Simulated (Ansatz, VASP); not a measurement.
**Two plane-wave programs on Sc**

```
CELL_PARAMETERS angstrom
5.42268 0.00000 0.00000
0.00000 5.42268 0.00000
0.00000 0.00000 3.43521
ATOMIC_POSITIONS crystal
Sc 0.50000 0.50000 0.00000
Sc 0.00000 0.00000 0.00000
Sc 0.50000 0.00000 0.53266
Sc 0.00000 0.50000 0.46734
```

Alike in both runs: task electric field gradients; functional r2SCAN; k mesh 7 × 7 × 11; occupations fermi-dirac, width 0.03 eV; no spin polarisation.

|  | VASP | Ansatz |
| --- | --- | --- |
| version | VASP 6.6.1 | Ansatz 0.2.0 |
| potentials or method | VASP PAW PBE potentials, release 64 (Sc_sv) | PAW with Ansatz's default frozen-core files, scalar-relativistic |
| plane-wave cutoff (eV) | 520 | 500 |
| valence electrons in the cell | 44 | 44 |

VASP gave:

```
pressure (GPa)                                                : -0.3
traceless stress, the component that is largest in VASP (GPa) : 1.36
rms of the force components (eV/Å)                            : 0.066
size of Vzz on the site where it differs most (V/Å²)          : 6.9
```

Q: Which values does Ansatz return?

A: Pressure (GPa): -0.5; traceless stress, the component that is largest in VASP (GPa): 1.36; rms of the force components (eV/Å): 0.066; size of Vzz on the site where it differs most (V/Å²): 5.5.

VASP's potentials were made for PBE, not for r2SCAN. Atom by atom the forces differ by 0.000 eV/Å (rms over components).
